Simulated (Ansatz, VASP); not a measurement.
Mg2B6Pt: VASP beside Ansatz

```
Mg B Pt
1.0
     2.87894    1.66216    4.28054
    -2.87894    1.66216    4.28054
     0.00000   -3.32431    4.28054
Mg B Pt
2 6 1
Direct
  0.28975 0.28975 0.28975
  0.71025 0.71025 0.71025
  0.13709 0.86291 0.50000
  0.50000 0.13709 0.86291
  0.86291 0.50000 0.13709
  0.86291 0.13709 0.50000
  0.50000 0.86291 0.13709
  0.13709 0.50000 0.86291
  0.50000 0.50000 0.50000
```

Alike in both runs: functional PBE; k mesh 6 × 6 × 6; occupations gaussian, width 0.1 eV; no spin polarisation.

Ansatz relaxed the structure, and its values are those at the end. VASP's run is a single point on that final structure, the one shown.

```csv
,VASP,Ansatz
version,VASP 6.6.1,Ansatz 0.2.0
potentials or method,"VASP PAW PBE potentials, release 64 (Mg, B, Pt), cutoff 520 eV","scalar-relativistic, plane waves, PAW"
valence electrons in the cell,32,56
```

Ansatz gave:

| Quantity | Value |
| --- | --- |
| gap on the k mesh at the Fermi level (eV) | none |
| pressure (GPa) | 0.0 |
| rms of the force components (eV/Å) | 0.000 |

Task: What did VASP give for the same quantities?

Result: gap on the k mesh at the Fermi level (eV): none; pressure (GPa): -0.1; rms of the force components (eV/Å): 0.006.

A gap of «none» marks a metal or a gap that the smearing closes. VASP's potentials hold 32 valence electrons a cell and Ansatz's 56, so a difference there can come from the potentials and not from the codes.

Neither program's run includes spin-orbit coupling.
